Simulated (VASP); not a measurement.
# AlNi3 (Pm-3m) in VASP: notebook

AlNi3 is run at these levels: PBE; tasks: single point.

All numbers are computed with VASP 6.6.1; they aren't measurements. Logs are shortened: lines on timing, memory, paths and dates and some standing lists are left out, and cuts for length are marked.

## 1. The cell of the first run

Symmetry: Pm-3m, No. 221, cubic system. Conventional cell: a = 3.523 Å, b = 3.523 Å, c = 3.523 Å, α = 90.00°, β = 90.00°, γ = 90.00°. Within 3.3 Å of Ni (site symmetry 4/mmm) lie 8 Ni at 2.49 Å and 4 Al at 2.49 Å. Within 3.3 Å of Al (site symmetry m-3m) lie 12 Ni at 2.49 Å.

## 2. Single point, PBE, collinear spin, ferromagnetic start

The input, INCAR:

```
PREC = Accurate
ENCUT = 520
EDIFF = 1E-6
ISMEAR = 0
SIGMA = 0.020999999999999998
LREAL = False
LASPH = True
NELM = 150
ALGO = Normal
ISIF = 2
LWAVE = False
LCHARG = False
ISPIN = 2
MAGMOM = 1 1 1 0
LORBIT = 11
LMAXMIX = 4
GGA = PE
NBANDS = 28
```

The input, KPOINTS:

```
regular mesh
0
Gamma
  8 8 8
```

The input, POSCAR:

```
AlNi3
1.0
    3.5230547267      0.0000000000      0.0000000000
    0.0000000000      3.5230547267      0.0000000000
    0.0000000000      0.0000000000      3.5230547267
Ni Al
3 1
Direct
    0.5000000000      0.5000000000      0.0000000000
    0.5000000000      0.0000000000      0.5000000000
    0.0000000000      0.5000000000      0.5000000000
    0.0000000000      0.0000000000      0.0000000000
```

Potentials or basis: VASP PAW PBE potentials, release 64 (Ni, Al).

Run with:

```sh
> cat potpaw_PBE.64/Ni/POTCAR potpaw_PBE.64/Al/POTCAR > POTCAR
> mpirun -np 1 vasp_std > vasp.out
```

OUTCAR:

```text
PREC = Accurate
   ENCUT = 520
   EDIFF = 1E-6
   ISMEAR = 0
   LREAL = False
   LASPH = True
   NELM = 150
   ISIF = 2
   ISPIN = 2
   LORBIT = 11
   GGA = PE

 ion  position               nearest neighbor table
   1  0.500  0.500  0.000-   2 2.49   3 2.49   4 2.49   2 2.49   3 2.49   2 2.49   4 2.49   2 2.49
                             3 2.49   4 2.49   3 2.49   4 2.49
   2  0.500  0.000  0.500-   1 2.49   3 2.49   4 2.49   1 2.49   4 2.49   1 2.49   3 2.49   1 2.49
                             3 2.49   4 2.49   4 2.49   3 2.49
   3  0.000  0.500  0.500-   1 2.49   2 2.49   4 2.49   1 2.49   4 2.49   2 2.49   4 2.49   4 2.49
                             1 2.49   2 2.49   1 2.49   2 2.49
   4  0.000  0.000  0.000-   1 2.49   2 2.49   3 2.49   2 2.49   3 2.49   1 2.49   3 2.49   3 2.49
                             1 2.49   2 2.49   2 2.49   1 2.49

  LATTYP: Found a simple cubic cell.
 ALAT       =     3.5230547267

  Lattice vectors:

 A1 = (   3.5230547267,   0.0000000000,   0.0000000000)
 A2 = (   0.0000000000,   3.5230547267,   0.0000000000)
 A3 = (   0.0000000000,   0.0000000000,   3.5230547267)

Analysis of symmetry for initial positions (statically):
=====================================================================
 Subroutine PRICEL returns:
 Original cell was already a primitive cell.

 Routine SETGRP: Setting up the symmetry group for a
 simple cubic supercell.

 Subroutine GETGRP returns: Found 48 space group operations
 (whereof 48 operations were pure point group operations)
 out of a pool of 48 trial point group operations.

The static configuration has the point symmetry O_h .

Analysis of symmetry for dynamics (positions and initial velocities):
=====================================================================
 Subroutine PRICEL returns:
 Original cell was already a primitive cell.

 Routine SETGRP: Setting up the symmetry group for a
 simple cubic supercell.

 Subroutine GETGRP returns: Found 48 space group operations
 (whereof 48 operations were pure point group operations)
 out of a pool of 48 trial point group operations.

The dynamic configuration has the point symmetry O_h .

Analysis of structural, dynamic, and magnetic symmetry:
=====================================================================
 Subroutine PRICEL returns:
 Original cell was already a primitive cell.

 Routine SETGRP: Setting up the symmetry group for a
 simple cubic supercell.
[... 129 lines left out ...]
     AMIX_MAG =   1.60;   BMIX_MAG =  1.00
  volume/ion in A,a.u.               =      10.93        73.77
  Fermi-wavevector in a.u.,A,eV,Ry     =   1.490482  2.816603 30.225843  2.221537
  Thomas-Fermi vector in A             =   2.603258
   LORBIT       =     11    0 simple, 1 ext, 2 COOP (PROOUT), +10 PAW based schemes
   GGA     = PE    functional components
   LHFCALC =     F    Hartree Fock is set to
   AEXX    =    0.0000 exact exchange contribution
   IVDW    =     0    specifies the selected vdW correction
   LEPSILON=     F    determine dielectric tensor
   LRPA    =     F    only Hartree local field effects (RPA)
 spin polarized calculation
 Gauss-broadening in eV      SIGMA  =   0.02
  energy-cutoff  :      520.00
  volume of cell :       43.73
 maximum number of plane-waves:      1208
 NGX is ok and might be reduce to    28
   NGX = 13   NGY = 13   NGZ = 13

 number of electron      32.9999980 magnetization       0.7576673

 Free energy of the ion-electron system (eV)
  ---------------------------------------------------
  ext. energy  EPLUGINS =         0.00000000
  ---------------------------------------------------
  free energy    TOTEN  =       -21.85698691 eV

  energy without entropy =      -21.85622810  energy(sigma->0) =      -21.85660750

 E-fermi :   9.9271     XC(G=0): -12.8543

 val. band max:        9.9217621945   @ k =   0.2500   0.2500   0.0000
 cond. band min:       9.9475125156   @ k =   0.3750   0.3750   0.3750
 fundamental gap:      0.0257503211
 Fermi energy:         9.9270968809

 spin component 1

 k-point     1 :       0.0000    0.0000    0.0000
  band No.  band energies     occupation
      1      -0.2329      1.00000
      2       5.4468      1.00000
      3       6.1301      1.00000
      4       6.1301      1.00000
      5       6.4868      1.00000
      6       6.4868      1.00000
[... 733 lines left out ...]
     27      25.0021      0.00000
     28      25.2617      0.00000

 [... further k-points ...]

 spin component 2

 k-point     1 :       0.0000    0.0000    0.0000
  band No.  band energies     occupation
      1      -0.2652      1.00000
      2       5.5277      1.00000
      3       6.2934      1.00000
      4       6.2934      1.00000
      5       6.7919      1.00000
      6       6.7919      1.00000
[... 733 lines left out ...]
     27      24.9754      0.00000
     28      25.2876      0.00000

 [... further k-points ...]
[... 5 lines left out ...]
  --------------------------------------------------------------------------------------
  -------------------------------------------------------------------------------------
  Total        2.0031409      2.0031409      2.0031409      0.0000000      0.0000000      0.0000000
  in kB       73.3945685     73.3945685     73.3945685      0.0000000      0.0000000      0.0000000
  external PRESSURE =      73.3945685 kB  Pullay stress =       0.0000000 kB

 VOLUME and BASIS-vectors are now :
 -----------------------------------------------------------------------------
  energy-cutoff  :      520.00
  volume of cell :       43.73
      direct lattice vectors                 reciprocal lattice vectors
     3.523054727  0.000000000  0.000000000     0.283844583  0.000000000  0.000000000
     0.000000000  3.523054727  0.000000000     0.000000000  0.283844583  0.000000000
     0.000000000  0.000000000  3.523054727     0.000000000  0.000000000  0.283844583

 POSITION                                       TOTAL-FORCE (eV/Angst)
 -----------------------------------------------------------------------------------
      1.76153      1.76153      0.00000         0.000000      0.000000      0.000000
      1.76153      0.00000      1.76153         0.000000      0.000000      0.000000
      0.00000      1.76153      1.76153         0.000000      0.000000      0.000000
      0.00000      0.00000      0.00000         0.000000      0.000000      0.000000
 -----------------------------------------------------------------------------------
    total drift:                                0.000000      0.000000      0.000000

  FREE ENERGIE OF THE ION-ELECTRON SYSTEM (eV)
  ---------------------------------------------------
  free  energy   TOTEN  =       -21.8569869114 eV

  energy  without entropy=      -21.8562280957  energy(sigma->0) =      -21.85660750

 total charge

# of ion       s       p       d       tot
------------------------------------------
    1        0.507   0.546   8.394   9.447
    2        0.507   0.546   8.394   9.447
    3        0.507   0.546   8.394   9.447
    4        0.413   0.405   0.000   0.818
--------------------------------------------------
tot          1.935   2.044  25.182  29.161

 magnetization (x)

# of ion       s       p       d       tot
------------------------------------------
    1       -0.003  -0.011   0.284   0.270
    2       -0.003  -0.011   0.284   0.270
    3       -0.003  -0.011   0.284   0.270
    4       -0.001  -0.008   0.000  -0.009
--------------------------------------------------
tot         -0.011  -0.042   0.852   0.800
```

OSZICAR:

```text
N       E                     dE             d eps       ncg     rms          rms(c)
DAV:   1     0.194975606997E+03    0.19498E+03   -0.14103E+04  4008   0.154E+03
DAV:   2    -0.131401014293E+02   -0.20812E+03   -0.19254E+03  3932   0.293E+02
DAV:   3    -0.256647706790E+02   -0.12525E+02   -0.11767E+02  4368   0.896E+01
DAV:   4    -0.258947841721E+02   -0.23001E+00   -0.22963E+00  4588   0.117E+01
DAV:   5    -0.259031877746E+02   -0.84036E-02   -0.84027E-02  4680   0.197E+00    0.205E+01
DAV:   6    -0.266435566284E+02   -0.74037E+00   -0.32221E+01  4556   0.101E+02    0.207E+01
DAV:   7    -0.219250009465E+02    0.47186E+01   -0.11425E+01  4632   0.549E+01    0.282E+00
DAV:   8    -0.218816721417E+02    0.43329E-01   -0.20023E-01  4352   0.327E+00    0.151E+00
DAV:   9    -0.218576914764E+02    0.23981E-01   -0.17892E-02  5448   0.185E+00    0.694E-01
DAV:  10    -0.218568164478E+02    0.87503E-03   -0.20141E-03  5092   0.497E-01    0.201E-01
DAV:  11    -0.218570213866E+02   -0.20494E-03   -0.51287E-04  5036   0.321E-01    0.102E-01
DAV:  12    -0.218569787565E+02    0.42630E-04   -0.10045E-04  5080   0.125E-01    0.618E-02
DAV:  13    -0.218569862602E+02   -0.75037E-05   -0.18623E-05  4444   0.486E-02    0.338E-02
DAV:  14    -0.218569872940E+02   -0.10339E-05   -0.18963E-06  3000   0.196E-02    0.126E-02
DAV:  15    -0.218569869114E+02    0.38261E-06   -0.57656E-07  2444   0.986E-03
   1 F= -.21856987E+02 E0= -.21856608E+02  d E =-.758816E-03  mag=     0.7581
```

stdout:

```text
POSCAR found type information on POSCAR NiAl
 POSCAR found :  2 types and       4 ions
 scaLAPACK will be used
 LDA part: xc-table for (Slater+PW92), standard interpolation
 POSCAR, INCAR and KPOINTS ok, starting setup
 FFT: planning ... GRIDC
 FFT: planning ... GRID_SOFT
 FFT: planning ... GRID
 WAVECAR not read
 entering main loop
```

Wall time 2.1 min (1 thread of Intel Xeon 8259CL, shared host); peak memory 0.21 GiB.

What came out:

| Property | Result |
| --- | --- |
| Free energy | -21.8570 eV |
| Pressure | 7.3 GPa |
| Net moment | 0.76 μB per cell |
| Site moments | Ni +0.27; Al -0.01 μB |
| Valence electrons inside the program's atomic spheres | Ni 9.45; Al 0.82 |

## 3. Single point, PBE, collinear spin, ferromagnetic start

The input, INCAR:

```
  ALGO = Normal
  EDIFF = 1E-7
  ENCUT = 520
  GGA = PE
  ISIF = 2
  ISMEAR = 0
  ISPIN = 2
  LASPH = True
  LCHARG = True
  LELF = True
  LMAXMIX = 4
  LORBIT = 11
  LREAL = False
  LVHAR = True
  LWAVE = False
  MAGMOM = 1 1 1 0
  NBANDS = 28
  NELM = 150
  PREC = Accurate
  SIGMA = 0.022
```

The input, KPOINTS:

```
k-points
0
Gamma
  8 8 8
```

POSCAR is that of step 2.

Potentials or basis: VASP PAW PBE potentials, release 64 (Ni, Al).

Run with:

```sh
> cat potpaw_PBE.64/Ni/POTCAR potpaw_PBE.64/Al/POTCAR > POTCAR
> mpirun -np 1 vasp_std > vasp.out
```

OUTCAR:

```text
EDIFF = 1E-7
   ENCUT = 520
   GGA = PE
   ISIF = 2
   ISMEAR = 0
   ISPIN = 2
   LASPH = True
   LORBIT = 11
   LREAL = False
   NELM = 150
   PREC = Accurate

 ion  position               nearest neighbor table
   1  0.500  0.500  0.000-   2 2.49   3 2.49   4 2.49   2 2.49   3 2.49   2 2.49   4 2.49   2 2.49
                             3 2.49   4 2.49   3 2.49   4 2.49
   2  0.500  0.000  0.500-   1 2.49   3 2.49   4 2.49   1 2.49   4 2.49   1 2.49   3 2.49   1 2.49
                             3 2.49   4 2.49   4 2.49   3 2.49
   3  0.000  0.500  0.500-   1 2.49   2 2.49   4 2.49   1 2.49   4 2.49   2 2.49   4 2.49   4 2.49
                             1 2.49   2 2.49   1 2.49   2 2.49
   4  0.000  0.000  0.000-   1 2.49   2 2.49   3 2.49   2 2.49   3 2.49   1 2.49   3 2.49   3 2.49
                             1 2.49   2 2.49   2 2.49   1 2.49

  LATTYP: Found a simple cubic cell.
 ALAT       =     3.5230547267

  Lattice vectors:

[... 959 lines left out ...]
      4       6.2934      1.00000
      5       6.7919      1.00000
      6       6.7919      1.00000
[... 733 lines left out ...]
     27      24.9754      0.00000
     28      25.2877      0.00000

 [... further k-points ...]
[... 5 lines left out ...]
  --------------------------------------------------------------------------------------
  -------------------------------------------------------------------------------------
  Total        2.0061080      2.0061080      2.0061080      0.0000000      0.0000000      0.0000000
  in kB       73.5032797     73.5032797     73.5032797      0.0000000      0.0000000      0.0000000
  external PRESSURE =      73.5032797 kB  Pullay stress =       0.0000000 kB

 VOLUME and BASIS-vectors are now :
 -----------------------------------------------------------------------------
  energy-cutoff  :      520.00
  volume of cell :       43.73
      direct lattice vectors                 reciprocal lattice vectors
     3.523054727  0.000000000  0.000000000     0.283844583  0.000000000  0.000000000
     0.000000000  3.523054727  0.000000000     0.000000000  0.283844583  0.000000000
     0.000000000  0.000000000  3.523054727     0.000000000  0.000000000  0.283844583

 POSITION                                       TOTAL-FORCE (eV/Angst)
 -----------------------------------------------------------------------------------
      1.76153      1.76153      0.00000         0.000000      0.000000      0.000000
      1.76153      0.00000      1.76153         0.000000      0.000000      0.000000
      0.00000      1.76153      1.76153         0.000000      0.000000      0.000000
      0.00000      0.00000      0.00000         0.000000      0.000000      0.000000
 -----------------------------------------------------------------------------------
    total drift:                                0.000000      0.000000      0.000000

  FREE ENERGIE OF THE ION-ELECTRON SYSTEM (eV)
  ---------------------------------------------------
  free  energy   TOTEN  =       -21.8570242465 eV

  energy  without entropy=      -21.8561702836  energy(sigma->0) =      -21.85659727

 total charge

# of ion       s       p       d       tot
------------------------------------------
    1        0.507   0.546   8.394   9.447
    2        0.507   0.546   8.394   9.447
    3        0.507   0.546   8.394   9.447
    4        0.413   0.405   0.000   0.818
--------------------------------------------------
tot          1.935   2.044  25.182  29.161

 magnetization (x)

# of ion       s       p       d       tot
------------------------------------------
    1       -0.003  -0.011   0.284   0.270
    2       -0.003  -0.011   0.284   0.270
    3       -0.003  -0.011   0.284   0.270
    4       -0.001  -0.008   0.000  -0.009
--------------------------------------------------
tot         -0.011  -0.041   0.852   0.799
```

stdout:

```text
POSCAR found type information on POSCAR NiAl
 POSCAR found :  2 types and       4 ions
 scaLAPACK will be used
 LDA part: xc-table for (Slater+PW92), standard interpolation
 POSCAR, INCAR and KPOINTS ok, starting setup
 FFT: planning ... GRIDC
 FFT: planning ... GRID_SOFT
 FFT: planning ... GRID
 WAVECAR not read
 entering main loop
```

It took 2.6 min on 1 thread of Intel Xeon 8259CL, shared host; peak memory 0.21 GiB.

What came out:

| Property | Result |
| --- | --- |
| Free energy | -21.8570 eV |
| Pressure | 7.4 GPa |
| Net moment | 0.76 μB per cell |
| Site moments | Ni +0.27; Al -0.01 μB |
| Valence electrons inside the program's atomic spheres | Ni 9.45; Al 0.82 |
